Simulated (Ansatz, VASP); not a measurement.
**CaO in VASP and in Ansatz**

```
Ca O
1.0
     0.00000    2.39755    2.39755
     2.39755    0.00000    2.39755
     2.39755    2.39755    0.00000
Ca O
1 1
Direct
  0.00000 0.00000 0.00000
  0.50000 0.50000 0.50000
```

Alike in both runs: task single point; functional HSE06; k mesh 4 × 4 × 4; occupations gaussian, width 0.05 eV; no spin polarisation.

```csv
,VASP,Ansatz
version,VASP 6.6.1,Ansatz 0.2.0
potentials or method,"VASP PAW PBE potentials, release 64 (Ca_sv, O)",plane waves
plane-wave cutoff (eV),520,420
valence electrons in the cell,16,16
```

```tsv
	VASP	Ansatz	Ansatz less VASP
gap on the k mesh at the Fermi level (eV)	5.29	5.31	+0.017
pressure (GPa)	1.0	0.2	-0.73
```

Ansatz's warnings: stress exchange threshold loose, stress scf threshold loose.

The k mesh is coarse, so the values compare programs but aren't converged.
